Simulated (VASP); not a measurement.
# CoSi (P4/mmm) in VASP: notebook

CoSi is run at these levels: PBE, r2SCAN; tasks: single point.

Everything below comes from runs of VASP 6.6.1. Logs are shortened: lines on timing, memory, paths and dates and some standing lists are left out, and cuts for length are marked.

### Step 1. The cell of the first run

Symmetry: P4/mmm, No. 123, tetragonal system. The conventional cell has a = 2.617 Å, b = 2.617 Å, c = 3.136 Å, α = 90.00°, β = 90.00°, γ = 90.00°. Within 3.2 Å of Co (site symmetry 4/mmm) lie 8 Si at 2.43 Å and 6 Co at 2.62 to 3.14 Å. Within 3.2 Å of Si (site symmetry 4/mmm) lie 8 Co at 2.43 Å and 6 Si at 2.62 to 3.14 Å.

### Step 2. Single point, PBE

The input, INCAR:

```
SYSTEM = CoSi
PREC = Accurate ; ENCUT = 520
EDIFF = 1E-7 ; ISMEAR = 0
SIGMA = 0.1 ; LREAL = .FALSE.
LASPH = .TRUE. ; NELM = 80
ALGO = Normal ; ISIF = 2
LWAVE = .FALSE. ; LCHARG = .FALSE.
GGA = PE ; NBANDS = 14
```

The input, KPOINTS:

```
Automatic mesh
0
G
  16 16 14
  0 0 0
```

The input, POSCAR:

```
CoSi
1.0
    2.6168231338      0.0000000000      0.0000000000
    0.0000000000      2.6168231338      0.0000000000
    0.0000000000      0.0000000000      3.1358237220
Co Si
1 1
Direct
    0.0000000000      0.0000000000      0.0000000000
    0.5000000000      0.5000000000      0.5000000000
```

Potentials or basis: VASP PAW PBE potentials, release 64 (Co, Si).

Command:

```
$ cat potpaw_PBE.64/Co/POTCAR potpaw_PBE.64/Si/POTCAR > POTCAR
$ mpirun -np 1 vasp_std > vasp.out
```

OUTCAR:

```text
SYSTEM = CoSi
   PREC = Accurate
   ENCUT = 520
   EDIFF = 1E-7
   ISMEAR = 0
   LREAL = .FALSE.
   LASPH = .TRUE.
   NELM = 80
   ISIF = 2
   GGA = PE

 ion  position               nearest neighbor table
   1  0.000  0.000  0.000-   2 2.43   2 2.43   2 2.43   2 2.43   2 2.43   2 2.43   2 2.43   2 2.43

   2  0.500  0.500  0.500-   1 2.43   1 2.43   1 2.43   1 2.43   1 2.43   1 2.43   1 2.43   1 2.43

  LATTYP: Found a simple tetragonal cell.
 ALAT       =     2.6168231338
 C/A-ratio  =     1.1983323143

  Lattice vectors:

 A1 = (   2.6168231338,   0.0000000000,   0.0000000000)
 A2 = (   0.0000000000,   2.6168231338,   0.0000000000)
 A3 = (   0.0000000000,   0.0000000000,   3.1358237220)

Analysis of symmetry for initial positions (statically):
=====================================================================
 Subroutine PRICEL returns:
 Original cell was already a primitive cell.

 Routine SETGRP: Setting up the symmetry group for a
 simple tetragonal supercell.

 Subroutine GETGRP returns: Found 16 space group operations
 (whereof 16 operations were pure point group operations)
 out of a pool of 16 trial point group operations.

The static configuration has the point symmetry D_4h.

Analysis of symmetry for dynamics (positions and initial velocities):
=====================================================================
 Subroutine PRICEL returns:
 Original cell was already a primitive cell.

 Routine SETGRP: Setting up the symmetry group for a
 simple tetragonal supercell.

 Subroutine GETGRP returns: Found 16 space group operations
 (whereof 16 operations were pure point group operations)
 out of a pool of 16 trial point group operations.

The dynamic configuration has the point symmetry D_4h.

 Subroutine INISYM returns: Found 16 space group operations
 (whereof 16 operations are pure point group operations),
 and found     1 'primitive' translations

----------------------------------------------------------------------------------------

                                     Primitive cell

  volume of cell :      21.4734

  direct lattice vectors                    reciprocal lattice vectors
     2.616823134  0.000000000  0.000000000     0.382142754  0.000000000  0.000000000
     0.000000000  2.616823134  0.000000000     0.000000000  0.382142754  0.000000000
     0.000000000  0.000000000  3.135823722     0.000000000  0.000000000  0.318895476

  length of vectors
     2.616823134  2.616823134  3.135823722     0.382142754  0.382142754  0.318895476

  position of ions in fractional coordinates (direct lattice)
     0.000000000  0.000000000  0.000000000
     0.500000000  0.500000000  0.500000000

  ion indices of the primitive-cell ions
   primitive index   ion index
                 1           1
                 2           2

----------------------------------------------------------------------------------------

 KPOINTS: Automatic mesh

Automatic generation of k-mesh.
 Grid dimensions read from file:
 generate k-points for:   16   16   14

 Generating k-lattice:

  Cartesian coordinates                     Fractional coordinates (reciprocal lattice)
     0.023883922  0.000000000  0.000000000     0.062500000  0.000000000  0.000000000
     0.000000000  0.023883922  0.000000000     0.000000000  0.062500000  0.000000000
     0.000000000  0.000000000  0.022778248     0.000000000  0.000000000  0.071428571

  Length of vectors
     0.023883922  0.023883922  0.022778248

  Shift w.r.t. Gamma in fractional coordinates (k-lattice)
     0.000000000  0.000000000  0.000000000

 Subroutine IBZKPT returns following result:
 ===========================================

 Found    360 irreducible k-points:

 Following reciprocal coordinates:
            Coordinates               Weight
  0.000000  0.000000  0.000000      1.000000
  0.062500  0.000000  0.000000      4.000000
  0.125000  0.000000  0.000000      4.000000
  0.187500  0.000000  0.000000      4.000000
  0.250000  0.000000  0.000000      4.000000
  0.312500  0.000000  0.000000      4.000000
[... 16 lines left out ...]
  0.437500  0.125000  0.000000      8.000000
  0.500000  0.125000  0.000000      4.000000
 [... further k-points ...]
   k-points           NKPTS =    360   k-points in BZ     NKDIM =    360   number of bands    NBANDS=     14
   number of dos      NEDOS =    301   number of ions     NIONS =      2
   total plane-waves  NPLWV =   9600
   dimension x,y,z NGX =    20 NGY =   20 NGZ =   24
   dimension x,y,z NGXF=    40 NGYF=   40 NGZF=   48
   ions per type =               1   1
   NGX,Y,Z   is equivalent  to a cutoff of  12.71, 12.71, 12.72 a.u.
   NGXF,Y,Z  is equivalent  to a cutoff of  25.41, 25.41, 25.45 a.u.
 SYSTEM =  CoSi
   PREC   = accura    normal or accurate (medium, high low for compatibility)
   ISTART =      0    job   : 0-new  1-cont  2-samecut
   ICHARG =      2    charge: 1-file 2-atom 10-const
   ISPIN  =      1    spin polarized calculation?
   LNONCOLLINEAR =      F non collinear calculations
   LSORBIT =      F    spin-orbit coupling
   LASPH  =      T    aspherical Exc in radial PAW
   ENCUT  =  520.0 eV  38.22 Ry    6.18 a.u.   4.87  4.87  5.83*2*pi/ulx,y,z
   NELM   =     80;   NELMIN=  2; NELMDL= -5     # of ELM steps
   EDIFF  = 0.1E-06   stopping-criterion for ELM
   LREAL  =      F    real-space projection
   EDIFFG = 0.1E-05   stopping-criterion for IOM
   NSW    =      0    number of steps for IOM
   IBRION =     -1    ionic relax: 0-MD 1-quasi-New 2-CG
   NFREE  =      0    steps in history (QN), initial steepest desc. (CG)
   ISIF   =      2    stress and relaxation
   ISYM   =      2    0-nonsym 1-usesym 2-fastsym
   POTIM  = 0.5000    time-step for ionic-motion
   TEBEG  =    0.0;   TEEND  =   0.0 temperature during run
   PSTRESS=    0.0 pullay stress
   NELECT =      13.0000    total number of electrons
   NUPDOWN=      -1.0000    fix difference up-down
   EMIN   =  10.00;   EMAX   =-10.00  energy-range for DOS
   EFERMI =   0.00;   METHOD = LEGACY
   ISMEAR =     0;   SIGMA  =   0.10  broadening in eV -4-tet -1-fermi 0-gaus
   EFERMI_NEDOS =   21; number of points for ismear=-14 and -15
   IALGO  =     38    algorithm
   IMIX   =      4    mixing-type and parameters
     AMIX     =   0.40;   BMIX     =  1.00
     AMIX_MAG =   1.60;   BMIX_MAG =  1.00
  volume/ion in A,a.u.               =      10.74        72.45
  Fermi-wavevector in a.u.,A,eV,Ry     =   1.384913  2.617106 26.095756  1.917984
  Thomas-Fermi vector in A             =   2.509373
   LORBIT       =      0    0 simple, 1 ext, 2 COOP (PROOUT), +10 PAW based schemes
   GGA     = PE    functional components
   LHFCALC =     F    Hartree Fock is set to
   AEXX    =    0.0000 exact exchange contribution
   IVDW    =     0    specifies the selected vdW correction
   LEPSILON=     F    determine dielectric tensor
   LRPA    =     F    only Hartree local field effects (RPA)
 non-spin polarized calculation
 Gauss-broadening in eV      SIGMA  =   0.10
  energy-cutoff  :      520.00
  volume of cell :       21.47
 maximum number of plane-waves:       600
 NGX is ok and might be reduce to    20
   NGX =  9   NGY =  9   NGZ = 11

 number of electron      12.9999994 magnetization

 Free energy of the ion-electron system (eV)
  ---------------------------------------------------
  ext. energy  EPLUGINS =         0.00000000
  ---------------------------------------------------
  free energy    TOTEN  =       -13.27655326 eV

  energy without entropy =      -13.26864524  energy(sigma->0) =      -13.27259925

 E-fermi :  12.8140     XC(G=0): -12.9516

 val. band max:       12.8118476892   @ k =   0.3750   0.0625   0.2143
 cond. band min:      12.8161489202   @ k =   0.5000   0.4375   0.2857
 fundamental gap:      0.0043012310
 Fermi energy:        12.8139642378

 k-point     1 :       0.0000    0.0000    0.0000
  band No.  band energies     occupation
      1      -1.4798      2.00000
      2       8.7604      2.00000
      3       9.1460      2.00000
      4      11.4130      2.00000
      5      11.4130      2.00000
      6      11.9370      2.00000
      7      12.1627      2.00000
      8      18.0640      0.00000
      9      18.0640      0.00000
     10      18.7996      0.00000
     11      20.6142      0.00000
     12      26.2273      0.00000
     13      31.8101      0.00000
     14      31.8101      0.00000

 k-point     2 :       0.0625    0.0000    0.0000
  band No.  band energies     occupation
      1      -1.3946      2.00000
      2       8.7936      2.00000
      3       9.1440      2.00000
      4      11.0919      2.00000
      5      11.4214      2.00000
      6      11.8827      2.00000
      7      12.5468      1.99984
      8      17.1667      0.00000
      9      18.1781      0.00000
     10      18.8153      0.00000
     11      21.3104      0.00000
     12      26.6214      0.00000
     13      30.6119      0.00000
     14      31.8102      0.00000

 k-point     3 :       0.1250    0.0000    0.0000
  band No.  band energies     occupation
      1      -1.1402      2.00000
      2       8.8664      2.00000
      3       9.1270      2.00000
      4      10.6134      2.00000
      5      11.4453      2.00000
      6      11.7349      2.00000
      7      13.2166      0.00000
      8      15.6761      0.00000
      9      18.5078      0.00000
     10      18.8234      0.00000
     11      22.2553      0.00000
     12      27.7986      0.00000
     13      28.7227      0.00000
     14      31.8106      0.00000
[... 324 lines left out ...]
 k-point    23 :       0.4375    0.1250    0.0000
  band No.  band energies     occupation
      1       2.7296      2.00000
      2       5.2733      2.00000
      3       9.2572      2.00000
      4       9.9416      2.00000
      5      10.5958      2.00000
      6      11.3255      2.00000
      7      12.9755      0.02238
      8      18.2382      0.00000
      9      18.5927      0.00000
     10      20.5128      0.00000
     11      20.7064      0.00000
     12      22.7989      0.00000
     13      25.5669      0.00000
     14      28.6118      0.00000

 k-point    24 :       0.5000    0.1250    0.0000
  band No.  band energies     occupation
      1       3.4439      2.00000
      2       4.4786      2.00000
      3       9.2145      2.00000
      4      10.0201      2.00000
      5      10.5216      2.00000
      6      11.3383      2.00000
      7      13.0015      0.00800
      8      18.6717      0.00000
      9      19.2087      0.00000
     10      19.6240      0.00000
     11      21.2250      0.00000
     12      21.9080      0.00000
     13      25.3748      0.00000
     14      28.6955      0.00000

 [... further k-points ...]
[... 5 lines left out ...]
  --------------------------------------------------------------------------------------
  -------------------------------------------------------------------------------------
  Total       -0.0026576     -0.0026576     -0.0285539      0.0000000      0.0000000      0.0000000
  in kB       -0.1982871     -0.1982871     -2.1304745      0.0000000      0.0000000      0.0000000
  external PRESSURE =      -0.8423496 kB  Pullay stress =       0.0000000 kB

 VOLUME and BASIS-vectors are now :
 -----------------------------------------------------------------------------
  energy-cutoff  :      520.00
  volume of cell :       21.47
      direct lattice vectors                 reciprocal lattice vectors
     2.616823134  0.000000000  0.000000000     0.382142754  0.000000000  0.000000000
     0.000000000  2.616823134  0.000000000     0.000000000  0.382142754  0.000000000
     0.000000000  0.000000000  3.135823722     0.000000000  0.000000000  0.318895476

 POSITION                                       TOTAL-FORCE (eV/Angst)
 -----------------------------------------------------------------------------------
      0.00000      0.00000      0.00000         0.000000      0.000000      0.000000
      1.30841      1.30841      1.56791         0.000000      0.000000      0.000000
 -----------------------------------------------------------------------------------
    total drift:                                0.000000      0.000000     -0.000000

  FREE ENERGIE OF THE ION-ELECTRON SYSTEM (eV)
  ---------------------------------------------------
  free  energy   TOTEN  =       -13.2765532628 eV

  energy  without entropy=      -13.2686452393  energy(sigma->0) =      -13.27259925
```

Run time: 82 s. Hardware: 1 thread of Intel Xeon 8259CL, shared host; peak memory 0.23 GiB.

What came out:

```yaml
Free_energy: -13.2766 eV
Pressure: -0.1 GPa
Band_gap_on_the_k_mesh: zero (an odd number of electrons rules out a gap without spin polarisation)
```

Stress tensor (GPa, compression positive):
```
-0.02  0.00  0.00
 0.00 -0.02  0.00
 0.00  0.00 -0.21
```

Levels at points of the mesh, in eV from the Fermi level:
```csv
k point,band 4,band 5,band 6,band 7,band 8,band 9,band 10,band 11
"(0.00, 0.00, 0.00)",-1.40,-1.40,-0.88,-0.65,5.25,5.25,5.99,7.80
"(0.50, 0.00, 0.00)",-2.96,-2.02,-1.18,0.23,5.91,6.14,6.43,10.16
"(0.50, 0.50, 0.00)",-3.63,-2.76,-2.76,-0.20,1.86,3.02,6.02,12.16
"(0.00, 0.00, 0.50)",-2.06,-2.06,-1.32,-0.83,6.79,8.75,8.75,11.46
"(0.50, 0.00, 0.50)",-4.01,-1.85,-1.62,-1.02,1.17,1.84,9.91,13.47
"(0.50, 0.50, 0.50)",-1.36,-0.85,-0.19,0.98,1.78,1.78,2.80,2.80
```

Caveat: the run has no spin polarisation, though such a crystal can be magnetic. Spin polarisation is off, so any magnetic state and its effect on volume and gap are missing.

### Step 3. Single point, PBE

The input, INCAR:

```
ALGO = Normal
EDIFF = 1E-6
ENCUT = 520
GGA = PE
ISIF = 2
ISMEAR = 0
LASPH = T
LCHARG = F
LREAL = F
LWAVE = F
NBANDS = 14
NELM = 100
PREC = Accurate
SIGMA = 0.1
```

The input, KPOINTS:

```
k-points
0
Gamma
  16 16 14
```

POSCAR is that of step 2.

Potentials or basis: VASP PAW PBE potentials, release 64 (Co, Si).

Command:

```
$ cat potpaw_PBE.64/Co/POTCAR potpaw_PBE.64/Si/POTCAR > POTCAR
$ mpirun -np 1 vasp_std > vasp.out
```

Wall time 73 s (1 thread of Intel Xeon 8259CL, shared host); peak memory 0.23 GiB.

Results (log left out):

```
Free energy            : -13.2766 eV
Pressure               : -0.1 GPa
Band gap on the k mesh : zero (an odd number of electrons rules out a gap without spin polarisation)
```

Stress tensor (GPa, compression positive):
```
 0.01  0.00  0.00
 0.00  0.01  0.00
 0.00  0.00 -0.19
```

Levels at points of the mesh, in eV from the Fermi level:
```csv
k point,band 5,band 6,band 7,band 8,band 9,band 10
"(0.00, 0.00, 0.00)",-1.40,-0.88,-0.65,5.25,5.25,5.99
"(0.50, 0.00, 0.00)",-2.02,-1.18,0.23,5.91,6.14,6.43
"(0.50, 0.50, 0.00)",-2.76,-2.76,-0.20,1.86,3.02,6.02
"(0.00, 0.00, 0.50)",-2.06,-1.32,-0.83,6.79,8.75,8.75
"(0.50, 0.00, 0.50)",-1.85,-1.62,-1.02,1.17,1.84,9.91
"(0.50, 0.50, 0.50)",-0.85,-0.19,0.98,1.78,1.78,2.80
```

Caveat: the run has no spin polarisation, though such a crystal can be magnetic. Spin polarisation is off, so any magnetic state and its effect on volume and gap are missing.

### Step 4. Single point, r2SCAN

POSCAR is that of step 3.

The input, INCAR.step1:

```
ALGO = Normal
EDIFF = 1E-4
ENCUT = 520
GGA = PE
ISMEAR = 0
LASPH = True
LCHARG = False
LREAL = False
LWAVE = True
NBANDS = 14
NELM = 60
PREC = Accurate
SIGMA = 0.1
```

The input, INCAR.step2:

```
ALGO = Normal
EDIFF = 1E-6
ENCUT = 520
ISIF = 2
ISMEAR = 0
ISTART = 1
LASPH = True
LCHARG = True
LELF = True
LMIXTAU = True
LREAL = False
LVHAR = True
LWAVE = False
METAGGA = R2SCAN
NBANDS = 14
NELM = 60
PREC = Accurate
SIGMA = 0.1
```

KPOINTS is that of step 3.

Command:

```
$ cat potpaw_PBE.64/Co/POTCAR potpaw_PBE.64/Si/POTCAR > POTCAR
$ cp INCAR.step1 INCAR
$ mpirun -np 1 vasp_std > vasp.out
$ cp INCAR.step2 INCAR
$ mpirun -np 1 vasp_std > vasp.out
```

Wall time 4.3 min (1 thread of Intel Xeon 8259CL, shared host); peak memory 0.23 GiB.

The run converged. Its results:

```yaml
Free_energy: -22.5677 eV
Pressure: -8.5 GPa
Band_gap_on_the_k_mesh: zero (an odd number of electrons rules out a gap without spin polarisation)
```

Stress tensor (GPa, compression positive):
```
-9.20  0.00  0.00
 0.00 -9.20  0.00
 0.00  0.00 -7.11
```

Levels at points of the mesh, in eV from the Fermi level:
| k point | band 4 | band 5 | band 6 | band 7 | band 8 | band 9 | band 10 | band 11 |
| --- | --- | --- | --- | --- | --- | --- | --- | --- |
| (0.00, 0.00, 0.00) | -1.47 | -1.47 | -1.08 | -0.76 | 5.58 | 5.58 | 6.17 | 8.09 |
| (0.50, 0.00, 0.00) | -3.08 | -2.24 | -1.24 | 0.24 | 6.16 | 6.36 | 6.75 | 10.84 |
| (0.50, 0.50, 0.00) | -3.87 | -2.91 | -2.91 | -0.15 | 1.98 | 3.08 | 6.45 | 12.82 |
| (0.00, 0.00, 0.50) | -2.16 | -2.16 | -1.44 | -1.04 | 7.06 | 9.29 | 9.29 | 12.03 |
| (0.50, 0.00, 0.50) | -4.18 | -2.08 | -1.70 | -1.12 | 1.28 | 1.94 | 10.68 | 14.28 |
| (0.50, 0.50, 0.50) | -1.08 | -0.95 | -0.14 | 0.90 | 1.74 | 1.74 | 2.89 | 2.89 |

Caveat: the cell stands under tension; the PAW data sets were made with another functional, which shifts forces and pressure a little; the run has no spin polarisation, though such a crystal can be magnetic.
